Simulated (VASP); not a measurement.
## WSe4: relaxation of cell and atoms with PBE

WSe4:

```
W Se
1.0
     5.38085    0.00000    0.00000
     0.00000    5.38085    0.00000
     0.00000    0.00000    5.38085
W Se
1 4
Cartesian
  2.6904 2.6904 2.6904
  0.0000 0.0000 0.0000
  0.0000 2.6904 2.6904
  2.6904 0.0000 2.6904
  2.6904 2.6904 0.0000
```

The cell was built from a structure type or drawn by symmetry, and may not be a known phase.

```
Program                : VASP 6.6.1
Task                   : relaxation of cell and atoms
Functional             : PBE
Potentials or basis    : VASP PAW PBE potentials, release 64 (W_sv, Se)
Cutoff                 : 600 eV
k mesh                 : 4 × 4 × 4
Occupations            : gaussian, width 0.1 eV
Spin                   : collinear spin, zero start
Starting moments       : [0.0, 0.0, 0.0, 0.0, 0.0] μB
Dipole correction      : no
Further INCAR settings : ALGO = Normal; EDIFF = 1e-06; IBRION = 2; EDIFFG = -0.04; NSW = 90; ISIF = 3
```

The relaxed volume is 23.64 Å³/atom. The relaxed cell is a = 4.907 Å, b = 4.907 Å, c = 4.907 Å, α = 90.00°, β = 90.00°, γ = 90.00°, the space group after relaxing (to 0.1 Å) is Pm-3m (No. 221) and the energy gained by relaxing is 383.7 meV/atom. The ionic steps are 3 and the pressure after relaxing is -0.1 GPa. The band gap on the k mesh is zero (filled and empty bands overlap) and the net moment is 0.00 μB per cell. The valence electrons inside the program's atomic spheres are W 11.99; Se 3.61, 3.80 (each value once).

Step by step:
```
step  energy change (eV)  largest force (eV/Å)  pressure (GPa)  volume (Å³)
   1              0.0000                0.0000          -12.39       155.80
   2             -1.6136                0.0000           10.13       107.52
   3             -1.9184                0.0000           -0.10       118.19
```

Final structure:
```cif
data_structure
_symmetry_space_group_name_H-M 'P 1'
_symmetry_Int_Tables_number 1
_cell_length_a 4.9075
_cell_length_b 4.9075
_cell_length_c 4.9075
_cell_angle_alpha 90.000
_cell_angle_beta 90.000
_cell_angle_gamma 90.000
_cell_volume 118.19
loop_
_atom_site_label
_atom_site_type_symbol
_atom_site_fract_x
_atom_site_fract_y
_atom_site_fract_z
_atom_site_occupancy
W1 W 0.50000 0.50000 0.50000 1
Se1 Se 0.00000 0.00000 0.00000 1
Se2 Se 0.00000 0.50000 0.50000 1
Se3 Se 0.50000 0.00000 0.50000 1
Se4 Se 0.50000 0.50000 0.00000 1
```

Levels at points of the mesh, in eV from the Fermi level:
Spin up:
```csv
k point,band 17,band 18,band 19,band 20,band 21,band 22
"(0.00, 0.00, 0.00)",-1.36,-1.28,-1.28,-1.28,1.06,1.06
"(0.50, 0.00, 0.00)",-1.09,-0.83,-0.83,-0.42,-0.42,0.92
"(0.50, 0.50, 0.00)",-1.05,0.24,0.67,0.67,1.42,1.59
"(0.50, 0.50, 0.50)",-0.33,0.28,0.28,0.28,2.73,2.73
```
Spin down:
```
           k point  band 15  band 16  band 17  band 18  band 19  band 20  band 21  band 22  band 23
(0.00, 0.00, 0.00)    -1.36    -1.36    -1.36    -1.28    -1.28    -1.28     0.88     1.06     1.06
(0.50, 0.00, 0.00)    -1.83    -1.34    -1.09    -0.83    -0.83    -0.42    -0.42     0.92     1.85
(0.50, 0.50, 0.00)    -3.08    -3.08    -1.05     0.24     0.67     0.67     1.42     1.59     1.59
(0.50, 0.50, 0.50)    -0.33    -0.33    -0.33     0.28     0.28     0.28     2.73     2.73     2.73
```

Run time: 3.4 min on 1 thread of Intel(R) Xeon(R) 6975P-C (Granite Rapids) (shared host), peak memory 0.45 GiB.

Caveat: the volume moved by over 15 % at a fixed basis, so the end points are rough; spin-orbit coupling is left out, which moves the levels of the heavy elements.
